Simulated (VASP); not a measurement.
A run of VASP 6.6.1:

INCAR

```
SYSTEM = Cs
PREC = Accurate ; ENCUT = 520
EDIFF = 1E-6 ; ISMEAR = -1
SIGMA = 0.1 ; LREAL = .False.
LASPH = .True. ; NELM = 100
ALGO = Normal ; ISIF = 2
LWAVE = .False. ; LCHARG = .False.
GGA = PE ; NBANDS = 20
```

The input KPOINTS:

```
Automatic mesh
0
Gamma
  5 5 6
  0 0 0
```

File POSCAR:

```
Cs
1.0
    8.7833180656      0.0000000000      0.0000000000
   -4.3916590328      7.6065765743      0.0000000000
    0.0000000000      0.0000000000      5.2769070727
Cs
3
Direct
    1.0000000000      1.0000000000      0.0000000000
    0.3333333333      0.6666666667      0.5000000000
    0.6666666667      0.3333333333      0.5000000000
```

Potentials or basis: VASP PAW PBE potentials, release 64 (Cs_sv).

Command:

```sh
$ cat potpaw_PBE.64/Cs_sv/POTCAR > POTCAR
$ mpirun -np 1 vasp_std > vasp.out
```

Hardware: 1 thread of AMD EPYC 9R45 96-Core Processor (Zen 5) (shared host).

Question: Estimate the wall time of this run.

Answer: It took 68 s on 1 thread of AMD EPYC 9R45 96-Core Processor (Zen 5), with other jobs on the host, peak memory 0.42 GiB. Counts: scf iterations 10, k points 20.
